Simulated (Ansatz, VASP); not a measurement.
## CuO: VASP beside Ansatz

```
CELL_PARAMETERS angstrom
2.34200 -1.71150 0.00000
2.34200 1.71150 0.00000
-0.85006 0.00000 5.05807
ATOMIC_POSITIONS crystal
Cu 0.00000 0.50000 0.00000
Cu 0.50000 0.00000 0.50000
O 0.57992 0.42008 0.25000
O 0.42008 0.57992 0.75000
```

Alike in both runs: functional PBEsol; k mesh 8 × 8 × 5; collinear spin; Hubbard terms Cu d U = 8.0 eV.

Ansatz relaxed the structure, and its values are those at the end. VASP's run is a single point on that final structure, the one shown.

|  | VASP | Ansatz |
| --- | --- | --- |
| version | VASP 6.6.1 | Ansatz 0.2.0 |
| potentials or method | VASP PAW PBE potentials, release 64 (Cu, O) | scalar-relativistic, plane waves, PAW |
| plane-wave cutoff (eV) | 520 | 420 |
| occupations | gaussian, width 0.01 eV | fixed |
| valence electrons in the cell | 34 | 50 |

Ansatz gave:

| Item | Value |
| --- | --- |
| gap on the k mesh at the Fermi level (eV) | 0.82 |
| least direct gap on the mesh (eV) | 1.07 |
| pressure (GPa) | 0.7 |
| rms of the force components (eV/Å) | 0.001 |
| net moment per atom (μB) | 0.00 |
| size of the moment on the site where the two differ most (μB) | 0.59 |

Task: Estimate VASP's values.

Result: gap on the k mesh at the Fermi level (eV): 1.61; least direct gap on the mesh (eV): 1.86; pressure (GPa): -7.0; rms of the force components (eV/Å): 0.017; net moment per atom (μB): 0.00; size of the moment on the site where the two differ most (μB): 0.69.

VASP's potentials were made for PBE, not for PBEsol. Site moments also hang on the region over which each program counts them. The programs project onto different local orbitals, so the same U acts differently, and such runs can settle in different states. VASP's potentials hold 34 valence electrons a cell and Ansatz's 50, so a difference there can come from the potentials and not from the codes. Ansatz's warnings: end state compared, metallic iterate, stress scf threshold loose.
